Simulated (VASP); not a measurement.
Wanted: the native input for a VASP 6.6.1 run.

- Task: single point
- Functional: PBE
- Potentials or basis: VASP PAW PBE potentials, release 64 (Ti_sv, C)
- Cutoff: 520 eV
- k mesh: 6 × 6 × 1
- Occupations: gaussian, width 0.1 eV
- Spin: no spin polarisation
- Dipole correction: yes
- Further INCAR settings: ALGO = Normal; EDIFF = 1e-06; NBANDS = 47

The structure of Ti6C lies in POSCAR:

```
Ti6C
1.0
    4.6037402166      0.0000000000      0.0000000000
   -2.3018701083      3.9869559800      0.0000000000
    0.0000000000      0.0000000000     19.9968207969
Ti C
6 1
Direct
    0.6666666667      0.3333333333      0.2000317971
    0.3333333333      0.6666666666      0.2470259940
    0.0000000000      0.0000000000      0.2940201911
    0.6666666667      0.3333333333      0.3353091166
    0.3333333333      0.6666666666      0.3717707096
    0.0000000000      0.0000000000      0.4249085834
    0.8888888889      0.4444444444      0.4251363733
```

One way to write it, as run:

INCAR

```
SYSTEM = Ti6C
ALGO     = Normal         ! electronic algorithm
DIPOL    = 0.5 0.5 0.328
EDIFF    = 1E-6           ! SCF threshold, eV
ENCUT    = 520            ! plane-wave cutoff, eV
GGA      = PE             ! functional
IDIPOL   = 3            
ISIF     = 2              ! what is computed and relaxed
ISMEAR   = 0              ! smearing method
LASPH    = .True.         ! aspherical terms in the spheres
LCHARG   = .True.         ! write CHGCAR
LDIPOL   = .True.       
LELF     = .True.         ! ELF
LREAL    = .False.        ! projectors in reciprocal space
LVACPOTAV= .True.       
LVHAR    = .True.       
LWAVE    = .False.        ! write WAVECAR
NBANDS   = 47             ! bands
NELM     = 60             ! most SCF steps
PREC     = Accurate       ! precision mode
SIGMA    = 0.1            ! smearing width, eV
```

KPOINTS

```
k-points
0
Gamma
  6 6 1
  0 0 0
```

Potentials or basis: VASP PAW PBE potentials, release 64 (Ti_sv, C).

Run with:

```console
$ cat potpaw_PBE.64/Ti_sv/POTCAR potpaw_PBE.64/C/POTCAR > POTCAR
$ mpirun -np 1 vasp_std > vasp.out
```

It gave:

```yaml
Largest_force: 1.366 eV/Å
Band_gap_on_the_k_mesh: zero (band 38 reaches 0.10 eV, above the bottom of band 39 at 0.04 eV)
```

Wall time 5.3 min on 1 thread of Intel(R) Xeon(R) 6975P-C (Granite Rapids) (shared host), peak memory 0.51 GiB.
